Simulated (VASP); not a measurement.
Write the native input for VASP 6.6.1 that does the following.

- Task: single point
- Functional: r2SCAN
- Potentials or basis: VASP PAW PBE potentials, release 64 (Al)
- Cutoff: 520 eV
- k mesh: 18 × 18 × 10
- Occupations: gaussian, width 0.15 eV
- Spin: no spin polarisation
- Dipole correction: no
- Further INCAR settings: ALGO = Normal; EDIFF = 1e-06; NBANDS = 10

The system is Al.

```
Al
1.0
     2.88277    0.00000    0.00000
    -1.44138    2.49655    0.00000
     0.00000    0.00000    4.98852
Al
2
Direct
  0.66667 0.33333 0.75000
  0.33333 0.66667 0.25000
```

This cell differs from its parent crystal: strain +0.025 along x and y, +0.025 along z.

These files were run (other wordings do the same):

POSCAR

```
Al
1.0
    2.8827667353      0.0000000000      0.0000000000
   -1.4413833676      2.4965492260      0.0000000000
    0.0000000000      0.0000000000      4.9885212500
Al
2
Direct
    0.6666666667      0.3333333333      0.7500000000
    0.3333333333      0.6666666667      0.2500000000
```

INCAR.step1

```
PREC = Accurate
ENCUT = 520
ISMEAR = 0
SIGMA = 0.15
LREAL = False
LASPH = True
NELM = 80
NBANDS = 10
GGA = PE
ALGO = Normal
EDIFF = 1E-4
LWAVE = True
LCHARG = False
```

INCAR.step2

```
PREC = Accurate
ENCUT = 520
EDIFF = 1E-6
ISMEAR = 0
SIGMA = 0.15
LREAL = False
LASPH = True
NELM = 80
ALGO = Normal
ISIF = 2
LWAVE = False
LCHARG = False
METAGGA = R2SCAN
LMIXTAU = True
NBANDS = 10
ISTART = 1
```

KPOINTS

```
regular mesh
0
Gamma
  18 18 10
```

Potentials or basis: VASP PAW PBE potentials, release 64 (Al).

The run is started by

```sh
$ cat potpaw_PBE.64/Al/POTCAR > POTCAR
$ cp INCAR.step1 INCAR
$ mpirun -np 1 vasp_std > vasp.out
$ cp INCAR.step2 INCAR
$ mpirun -np 1 vasp_std > vasp.out
```

It gave:

```yaml
Pressure: -7.8 GPa
Band_gap_on_the_k_mesh: zero (band 3 reaches 10.93 eV, above the bottom of band 4 at 4.03 eV)
```

Caveat: the cell differs from its parent crystal (strain +0.025 along x and y, +0.025 along z); the PAW data sets were made with another functional, which shifts forces and pressure a little.

It took 2.5 min on 1 thread of AMD EPYC 9R45 96-Core Processor (Zen 5), with other jobs on the host, peak memory 0.17 GiB.
